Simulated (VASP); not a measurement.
Here is a VASP 6.6.1 calculation.

The input INCAR:

```
ALGO = Normal
EDIFF = 1E-7
ENCUT = 520
ISIF = 2
ISMEAR = -1
LASPH = True
LCHARG = False
LREAL = False
LWAVE = False
NBANDS = 13
NELM = 100
PREC = Accurate
SIGMA = 0.05
```

The input KPOINTS:

```
k-points
0
Gamma
  11 11 10
```

Contents of POSCAR:

```
Ge
1.0
    1.3782662934     -2.5653695835      0.0000000000
    1.3782662934      2.5653695835      0.0000000000
    0.0000000000      0.0000000000      2.6617639486
Ge
1
Direct
    0.5000000000      0.5000000000      0.0000000000
```

Potentials or basis: VASP PAW LDA potentials, release 64 (Ge_d).

Command:

```console
$ cat potpaw_LDA.64/Ge_d/POTCAR > POTCAR
$ mpirun -np 1 vasp_std > vasp.out
```

**Question.** What does it give for the band gap on the k mesh?

**Answer.** Zero (band 7 reaches 13.20 eV, above the bottom of band 8 at 3.85 eV).

**Question.** What does it give for the pressure?

**Answer.** -3.1 GPa.

Stress tensor (GPa, compression positive):
```
-1.65  0.00  0.00
 0.00 -4.92  0.00
 0.00  0.00 -2.84
```
